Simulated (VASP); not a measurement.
# Si3IrRu (P3m1) in VASP: notebook, part 3 of 3

VASP 6.6.1. Earlier steps stand in the parts before.

## Step 5: Relaxation of cell and atoms, PBE

INCAR

```
PREC = Accurate
ENCUT = 600
EDIFF = 1E-7
ISMEAR = 0
SIGMA = 0.1
LREAL = False
LASPH = True
NELM = 80
ALGO = Normal
ISIF = 3
LWAVE = False
LCHARG = False
GGA = PE
IBRION = 2
NSW = 100
EDIFFG = -0.01
```

KPOINTS

```
Automatic mesh
0
Gamma
  12 12 6
```

POSCAR

```
Si3IrRu
1.0
    3.9686481711      0.0000000000      0.0000000000
   -1.9843240856      3.4369501349      0.0000000000
    0.0000000000      0.0000000000      5.6747930422
Si Ru Ir
3 1 1
Direct
    0.0000000000      0.0000000000      0.8626477190
    0.6666666667      0.3333333333      0.0621489292
    0.0000000000      0.0000000000      0.4178021873
    0.3333333333      0.6666666667      0.8092349871
    0.6666666667      0.3333333333      0.4782607873
```

Potentials or basis: VASP PAW PBE potentials, release 64 (Si, Ru_pv, Ir).

The run is started by

```console
$ cat potpaw_PBE.64/Si/POTCAR potpaw_PBE.64/Ru_pv/POTCAR potpaw_PBE.64/Ir/POTCAR > POTCAR
$ mpirun -np 1 vasp_std > vasp.out
```

OUTCAR:

```text
PREC = Accurate
   ENCUT = 600
   EDIFF = 1E-7
   ISMEAR = 0
   LREAL = False
   LASPH = True
   NELM = 80
   ISIF = 3
   GGA = PE
   IBRION = 2
   NSW = 100
   EDIFFG = -0.01

 ion  position               nearest neighbor table
   1  0.000  0.000  0.863-   4 2.31   4 2.31   4 2.31   3 2.52   2 2.56   2 2.56   2 2.56   5 3.16
                             5 3.16   5 3.16
   2  0.667  0.333  0.062-   5 2.36   1 2.56   1 2.56   1 2.56   4 2.70   4 2.70   4 2.70   3 3.05
                             3 3.05   3 3.05
   3  0.000  0.000  0.418-   5 2.32   5 2.32   5 2.32   1 2.52   2 3.05   2 3.05   2 3.05   4 3.19
                             4 3.19   4 3.19
   4  0.333  0.667  0.809-   1 2.31   1 2.31   1 2.31   2 2.70   2 2.70   2 2.70   5 2.96   5 2.96
                             5 2.96   3 3.19   3 3.19   3 3.19
   5  0.667  0.333  0.478-   3 2.32   3 2.32   3 2.32   2 2.36   4 2.96   4 2.96   4 2.96   1 3.16
                             1 3.16   1 3.16

  LATTYP: Found a hexagonal cell.
 ALAT       =     3.9686481711
 C/A-ratio  =     1.4299058011

  Lattice vectors:

 A1 = (   3.9686481711,   0.0000000000,   0.0000000000)
 A2 = (  -1.9843240856,   3.4369501349,   0.0000000000)
 A3 = (   0.0000000000,   0.0000000000,   5.6747930422)

Analysis of symmetry for initial positions (statically):
=====================================================================
 Subroutine PRICEL returns:
 Original cell was already a primitive cell.

 Routine SETGRP: Setting up the symmetry group for a
 hexagonal supercell.

 Subroutine GETGRP returns: Found  6 space group operations
 (whereof  6 operations were pure point group operations)
 out of a pool of 24 trial point group operations.

The static configuration has the point symmetry C_3v.

Analysis of symmetry for dynamics (positions and initial velocities):
=====================================================================
 Subroutine PRICEL returns:
 Original cell was already a primitive cell.

 Routine SETGRP: Setting up the symmetry group for a
 hexagonal supercell.

 Subroutine GETGRP returns: Found  6 space group operations
 (whereof  6 operations were pure point group operations)
 out of a pool of 24 trial point group operations.

The dynamic configuration has the point symmetry C_3v.

 Subroutine INISYM returns: Found  6 space group operations
 (whereof  6 operations are pure point group operations),
 and found     1 'primitive' translations

----------------------------------------------------------------------------------------

                                     Primitive cell

  volume of cell :      77.4044

  direct lattice vectors                    reciprocal lattice vectors
     3.968648171  0.000000000  0.000000000     0.251974969  0.145477816  0.000000000
    -1.984324086  3.436950135  0.000000000     0.000000000  0.290955632  0.000000000
     0.000000000  0.000000000  5.674793042     0.000000000  0.000000000  0.176217880

  length of vectors
     3.968648171  3.968648171  5.674793042     0.290955632  0.290955632  0.176217880

  position of ions in fractional coordinates (direct lattice)
[... 39 lines left out ...]

 Following reciprocal coordinates:
            Coordinates               Weight
  0.000000  0.000000  0.000000      1.000000
  0.083333  0.000000  0.000000      6.000000
  0.166667  0.000000  0.000000      6.000000
  0.250000  0.000000  0.000000      6.000000
  0.333333  0.000000  0.000000      6.000000
  0.416667  0.000000  0.000000      6.000000
[... 16 lines left out ...]
  0.166667  0.000000  0.166667      6.000000
  0.000000  0.166667  0.166667      6.000000
 [... further k-points ...]
   k-points           NKPTS =    100   k-points in BZ     NKDIM =    100   number of bands    NBANDS=     21
   number of dos      NEDOS =    301   number of ions     NIONS =      5
   total plane-waves  NPLWV =  49152
   dimension x,y,z NGX =    32 NGY =   32 NGZ =   48
   dimension x,y,z NGXF=    64 NGYF=   64 NGZF=   96
   ions per type =               3   1   1
   NGX,Y,Z   is equivalent  to a cutoff of  13.40, 13.40, 14.06 a.u.
   NGXF,Y,Z  is equivalent  to a cutoff of  26.81, 26.81, 28.12 a.u.
 SYSTEM =  unknown system
   PREC   = accura    normal or accurate (medium, high low for compatibility)
   ISTART =      0    job   : 0-new  1-cont  2-samecut
   ICHARG =      2    charge: 1-file 2-atom 10-const
   ISPIN  =      1    spin polarized calculation?
   LNONCOLLINEAR =      F non collinear calculations
   LSORBIT =      F    spin-orbit coupling
   LASPH  =      T    aspherical Exc in radial PAW
   ENCUT  =  600.0 eV  44.10 Ry    6.64 a.u.   7.93  7.93 11.33*2*pi/ulx,y,z
   NELM   =     80;   NELMIN=  2; NELMDL= -5     # of ELM steps
   EDIFF  = 0.1E-06   stopping-criterion for ELM
   LREAL  =      F    real-space projection
   EDIFFG = -.1E-01   stopping-criterion for IOM
   NSW    =    100    number of steps for IOM
   IBRION =      2    ionic relax: 0-MD 1-quasi-New 2-CG
   NFREE  =      1    steps in history (QN), initial steepest desc. (CG)
   ISIF   =      3    stress and relaxation
   ISYM   =      2    0-nonsym 1-usesym 2-fastsym
   POTIM  = 0.5000    time-step for ionic-motion
   TEBEG  =    0.0;   TEEND  =   0.0 temperature during run
   PSTRESS=    0.0 pullay stress
   NELECT =      35.0000    total number of electrons
   NUPDOWN=      -1.0000    fix difference up-down
   EMIN   =  10.00;   EMAX   =-10.00  energy-range for DOS
   EFERMI =   0.00;   METHOD = LEGACY
   ISMEAR =     0;   SIGMA  =   0.10  broadening in eV -4-tet -1-fermi 0-gaus
   EFERMI_NEDOS =   21; number of points for ismear=-14 and -15
   IALGO  =     38    algorithm
   IMIX   =      4    mixing-type and parameters
     AMIX     =   0.40;   BMIX     =  1.00
     AMIX_MAG =   1.60;   BMIX_MAG =  1.00
  volume/ion in A,a.u.               =      15.48       104.47
  Fermi-wavevector in a.u.,A,eV,Ry     =   1.256538  2.374512 21.482065  1.578887
  Thomas-Fermi vector in A             =   2.390241
   LORBIT       =      0    0 simple, 1 ext, 2 COOP (PROOUT), +10 PAW based schemes
   GGA     = PE    functional components
   LHFCALC =     F    Hartree Fock is set to
   AEXX    =    0.0000 exact exchange contribution
   IVDW    =     0    specifies the selected vdW correction
   LEPSILON=     F    determine dielectric tensor
   LRPA    =     F    only Hartree local field effects (RPA)
 conjugate gradient relaxation of ions
 non-spin polarized calculation
 Gauss-broadening in eV      SIGMA  =   0.10
  energy-cutoff  :      600.00
  volume of cell :       77.40
 maximum number of plane-waves:      2607
   NGX = 15   NGY = 15   NGZ = 23

--------------------------------------- Ionic step        1  -------------------------------------------

 number of electron      35.0000001 magnetization

 Free energy of the ion-electron system (eV)
  ---------------------------------------------------
  ext. energy  EPLUGINS =         0.00000000
  ---------------------------------------------------
  free energy    TOTEN  =       -35.50763841 eV

  energy without entropy =      -35.50115559  energy(sigma->0) =      -35.50439700

------------------------ aborting loop because EDIFF is reached ----------------------------------------

  FORCE on cell =-STRESS in cart. coord.  units (eV):
  Direction    XX          YY          ZZ          XY          YZ          ZX
  --------------------------------------------------------------------------------------
  -------------------------------------------------------------------------------------
  Total        0.3999601      0.3999601      0.0783906     -0.0000000      0.0000000     -0.0000000
  in kB        8.2786866      8.2786866      1.6225903     -0.0000000      0.0000000     -0.0000000
  external PRESSURE =       6.0599878 kB  Pullay stress =       0.0000000 kB
[... 260 lines left out ...]
--------------------------------------- Ionic step        8  -------------------------------------------

 number of electron      35.0000000 magnetization

 Free energy of the ion-electron system (eV)
  ---------------------------------------------------
  ext. energy  EPLUGINS =         0.00000000
  ---------------------------------------------------
  free energy    TOTEN  =       -35.50848984 eV

  energy without entropy =      -35.50205988  energy(sigma->0) =      -35.50527486

 E-fermi :   9.0315     XC(G=0): -11.6420

 val. band max:        9.0181890876   @ k =  -0.0833   0.2500   0.3333
 cond. band min:       9.0362928913   @ k =   0.3333   0.0833   0.5000
 fundamental gap:      0.0181038037
 Fermi energy:         9.0315308989

 k-point     1 :       0.0000    0.0000    0.0000
  band No.  band energies     occupation
      1     -33.4959      2.00000
      2     -33.4959      2.00000
      3     -33.1806      2.00000
      4      -3.4004      2.00000
      5       0.2141      2.00000
      6       1.8362      2.00000
[... 565 lines left out ...]
     20      11.3130      0.00000
     21      12.5050      0.00000

 [... further k-points ...]
[... 5 lines left out ...]
  --------------------------------------------------------------------------------------
  -------------------------------------------------------------------------------------
  Total        0.0069866      0.0069866      0.0015783     -0.0000000      0.0000000      0.0000000
  in kB        0.1441210      0.1441210      0.0325576     -0.0000000      0.0000000      0.0000000
  external PRESSURE =       0.1069332 kB  Pullay stress =       0.0000000 kB
[... 20 lines left out ...]
  FREE ENERGIE OF THE ION-ELECTRON SYSTEM (eV)
  ---------------------------------------------------
  free  energy   TOTEN  =       -35.5084898357 eV

  energy  without entropy=      -35.5020598816  energy(sigma->0) =      -35.50527486

 reached required accuracy - stopping structural energy minimisation
```

OSZICAR:

```text
N       E                     dE             d eps       ncg     rms          rms(c)
DAV:   1     0.278472817319E+03    0.27847E+03   -0.18672E+04  4496   0.172E+03
DAV:   2    -0.152381344595E+02   -0.29371E+03   -0.28389E+03  4210   0.419E+02
DAV:   3    -0.362667477834E+02   -0.21029E+02   -0.20188E+02  5716   0.923E+01
DAV:   4    -0.368639416331E+02   -0.59719E+00   -0.59281E+00  5023   0.163E+01
[... 70 lines left out ...]
DAV:   1    -0.355084656151E+02    0.10412E-04   -0.49138E-03  4539   0.956E-01    0.182E-02
DAV:   2    -0.355084921223E+02   -0.26507E-04   -0.34791E-04  4523   0.178E-01    0.136E-02
DAV:   3    -0.355084906252E+02    0.14970E-05   -0.19385E-05  5659   0.447E-02    0.699E-03
DAV:   4    -0.355084898438E+02    0.78147E-06   -0.33985E-06  5708   0.178E-02    0.288E-03
DAV:   5    -0.355084898357E+02    0.80304E-08   -0.51535E-07  4930   0.635E-03
   8 F= -.35508490E+02 E0= -.35505275E+02  d E =-.138876E-04
```

It took 16 min on 1 thread of Intel Xeon 8259CL, shared host; peak memory 0.38 GiB.

Results:

```
Free energy                           : -35.5085 eV
Relaxed volume                        : 15.53 Å³/atom
Relaxed cell                          : a = 3.974 Å, b = 3.974 Å, c = 5.678 Å, α = 90.00°, β = 90.00°, γ = 120.00°
Space group after relaxing (to 0.1 Å) : P3m1 (No. 156)
Energy gained by relaxing             : 0.2 meV/atom
Ionic steps                           : 8
Pressure after relaxing               : 0.0 GPa
Largest force after relaxing          : 0.008 eV/Å
Band gap on the k mesh                : zero (an odd number of electrons rules out a gap without spin polarisation)
```

Forces in eV/Å, atoms in the order of the input:
```
Si   0.000  0.000 -0.001
Si   0.000  0.000  0.001
Si   0.000  0.000 -0.008
Ru   0.000  0.000  0.008
Ir   0.000  0.000 -0.001
```

The path:
| step | energy change (eV) | largest force (eV/Å) | pressure (GPa) | volume (Å³) |
| --- | --- | --- | --- | --- |
| 1 | 0.0000 | 0.0525 | 0.61 | 77.40 |
| 2 | 0.0008 | 0.0469 | -1.01 | 78.06 |
| 3 | -0.0007 | 0.0430 | -0.06 | 77.67 |
| 4 | -0.0008 | 0.0238 | 0.01 | 77.65 |
| 5 | -0.0008 | 0.0195 | 0.03 | 77.64 |
| 6 | -0.0008 | 0.0106 | 0.01 | 77.66 |
| 7 | -0.0008 | 0.0159 | -0.01 | 77.67 |
| 8 | -0.0009 | 0.0083 | 0.01 | 77.67 |

Final structure:
```cif
data_structure
_symmetry_space_group_name_H-M 'P 1'
_symmetry_Int_Tables_number 1
_cell_length_a 3.9743
_cell_length_b 3.9743
_cell_length_c 5.6779
_cell_angle_alpha 90.000
_cell_angle_beta 90.000
_cell_angle_gamma 120.000
_cell_volume 77.67
loop_
_atom_site_label
_atom_site_type_symbol
_atom_site_fract_x
_atom_site_fract_y
_atom_site_fract_z
_atom_site_occupancy
Si1 Si 0.00000 0.00000 0.86147 1
Si2 Si 0.66667 0.33333 0.06284 1
Si3 Si 0.00000 0.00000 0.41804 1
Ru1 Ru 0.33333 0.66667 0.80924 1
Ir1 Ir 0.66667 0.33333 0.47850 1
```

Caveat: spin-orbit coupling is left out, which moves the levels of the heavy elements.

## Step 6: The runs side by side

| task | cell | k mesh | cutoff (eV) | smearing | gap on the mesh (eV) | pressure (GPa) | largest force (eV/Å) |
| --- | --- | --- | --- | --- | --- | --- | --- |
| single point | a = 3.969, b = 3.969, c = 5.675 Å, angles 90.0, 90.0, 120.0°, 5 atoms, atomic positions A | 5 × 5 × 3 | 520 | gaussian 0.2 eV | none | 0.6 | 0.04 |
| single point | a = 3.973, b = 3.973, c = 5.679 Å, angles 90.0, 90.0, 120.0°, 5 atoms, atomic positions A | 12 × 12 × 6 | 520 | gaussian 0.1 eV | none | 0.2 | 0.04 |
| single point | a = 3.973, b = 5.679, c = 6.881 Å, 10 atoms, atomic positions B | 6 × 4 × 4 | 520 | gaussian 0.2 eV | none | 0.2 | 0.05 |
| relaxation of cell and atoms | relaxed from a = 3.969, b = 3.969, c = 5.675 Å, angles 90.0, 90.0, 120.0°, 5 atoms, atomic positions A | 12 × 12 × 6 | 600 | gaussian 0.1 eV | none | 0.0 | 0.01 |

Alike in all rows: level PBE; potentials or basis VASP PAW PBE potentials, release 64 (Si, Ru_pv, Ir); no spin polarisation.

Caveats: some runs use coarse meshes; spin-orbit coupling is left out, which moves the levels of the heavy elements.

Total energies depend on the potentials used, so only differences within one code and one set of settings carry meaning.
